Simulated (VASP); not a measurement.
Here is a VASP 6.6.1 calculation.

Contents of INCAR:

```
PREC = Accurate ; ENCUT = 520
EDIFF = 1E-7 ; ISMEAR = -1
SIGMA = 0.05 ; LREAL = False
LASPH = True ; NELM = 100
ALGO = Normal ; ISIF = 2
LWAVE = False ; LCHARG = True
GGA = CA ; LELF = True
LVHAR = True ; NBANDS = 25
```

File KPOINTS:

```
regular mesh
0
Gamma
  9 9 5
```

The input POSCAR:

```
CuO
1.0
    2.8795009639      0.0000000000      0.0000000000
    0.0390727580      2.8792794796      0.0000000000
    0.0174953863      0.0172449008      5.1763391994
Cu O
2 2
Direct
    0.0000000000      0.5000000000      0.0000000000
    0.5000000000      0.0000000000      0.5000000000
    0.9984239700      0.0016717800      0.7498871000
    0.0015760300      0.9983282200      0.2501129000
```

Potentials or basis: VASP PAW LDA potentials, release 64 (Cu, O).

Run with:

```bash
$ cat potpaw_LDA.64/Cu/POTCAR potpaw_LDA.64/O/POTCAR > POTCAR
$ mpirun -np 1 vasp_std > vasp.out
```

(1) Estimate the pressure.

(2) Predict the band gap on the k mesh.

(3) What does it give for the largest force?

Results:

(1) -7.6 GPa.

(2) zero (bands 17 and 18 overlap by 0.95 eV).

(3) 0.014 eV/Å.

Caveat: the stress differs along the axes, from -11 to -6 GPa; semilocal functionals often make such compounds metallic where correlation or magnetic order opens a gap, which also shifts bond lengths.
